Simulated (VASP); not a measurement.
A run of VASP 6.6.1 is set up as follows.

File INCAR:

```
PREC = Accurate
ENCUT = 400
EDIFF = 1E-6
ISMEAR = -1
SIGMA = 0.0948
LREAL = Auto
LASPH = True
NELM = 120
ALGO = Normal
ISIF = 2
LWAVE = False
LCHARG = False
GGA = PE
NBANDS = 71
ISYM = -1
GGA_COMPAT = False
```

Contents of KPOINTS:

```
explicit points
1
Reciprocal
  0.25000000   0.25000000   0.25000000 1
```

File POSCAR:

```
HfSi3
1.0
    6.7792930000     -0.0738530000     -0.2467120000
   -0.0738530000      7.0813630000     -0.0543890000
   -0.2467120000     -0.0543890000      7.0472650000
Si Hf
15 5
Direct
    0.0409200723     -0.0160474234      0.8811947145
    0.3810247400      0.2499344156      0.8491883104
    0.8895516439      0.7386959203      0.3350843196
    0.5953522747      0.0624385642      0.4221733568
    0.4023824503      0.5987432762      0.5330366642
    0.6140651080      0.3686426645      0.6398347922
    0.3919600809      0.9189339298      0.8844490952
    0.0929593786      0.4439553394      0.3391786007
    0.0809642057      0.7524866716      0.6099730660
    0.4553799146      0.7771305908      0.2648814888
    0.2885216998      0.0264102533      0.5668498620
    0.5061974440      0.5756013511      0.9598799486
    0.9474996531      0.4820541250      0.7283375857
    0.9612373405      0.2931910219      1.0287887788
    0.6722231069      0.7947303104      0.7161029270
    0.1270627050      0.6718848047      0.0130216526
    0.7393404186      0.9695604845      0.0990684441
    0.6698356399      0.4147712552      0.2383101081
    0.9478703820      0.1547553150      0.5346391805
    0.2879339405      0.1173361251      0.2068967965
```

Potentials or basis: VASP PAW PBE potentials, release 64 (Si, Hf_pv).

Run with:

```sh
$ cat potpaw_PBE.64/Si/POTCAR potpaw_PBE.64/Hf_pv/POTCAR > POTCAR
$ mpirun -np 1 vasp_std > vasp.out
```

**Question.** What does it give for the pressure?

**Answer.** 4.8 GPa.

**Question.** Predict the largest force.

**Answer.** 2.597 eV/Å.

Forces in eV/Å, atoms in the order of the input:
```
Si  -1.098  1.564 -1.595
Si  -0.042  1.109  0.354
Si   0.101 -0.489 -0.612
Si   0.253  0.530  0.645
Si  -0.049  0.217 -0.288
Si   0.646 -0.441 -0.063
Si   0.574 -1.045 -0.098
Si  -0.011 -0.114  0.116
Si   1.117  0.886  1.432
Si  -0.077 -0.993 -0.500
Si   0.922 -0.678  0.619
Si  -0.298  1.121 -0.940
Si  -0.726 -0.855 -0.267
Si   0.349  0.272  0.382
Si   0.869 -0.089  0.048
Hf  -1.059 -1.521  1.819
Hf   0.587  0.052 -0.997
Hf  -0.138  0.370  1.339
Hf  -0.232  0.191  0.177
Hf  -1.688 -0.089 -1.571
```

Caveat: the atoms stand as in a frame of molecular dynamics.
